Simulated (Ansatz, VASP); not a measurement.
**Si in VASP and in Ansatz**

```
Si
1.0
     0.00000    2.72273    2.72273
     2.72273    0.00000    2.72273
     2.72273    2.72273    0.00000
Si
2
Direct
  0.50000 0.50000 0.50000
  0.75000 0.75000 0.75000
```

Alike in both runs: task single point; functional r2SCAN; k mesh 6 × 6 × 6; occupations fermi-dirac, width 0.05 eV; no spin polarisation.

```csv
,VASP,Ansatz
version,VASP 6.6.1,Ansatz 0.2.0
potentials or method,"VASP PAW PBE potentials, release 64 (Si), cutoff 520 eV","plane waves (500 eV) with PAW, scalar-relativistic"
valence electrons in the cell,8,8
```

Ansatz gave:

| Property | Result |
| --- | --- |
| pressure (GPa) | 0.0 |

Estimate VASP's values.

pressure (GPa): -0.2.

VASP's potentials were made for PBE, not for r2SCAN. With one functional, cell and mesh, what is left measures potentials, basis and numerics.
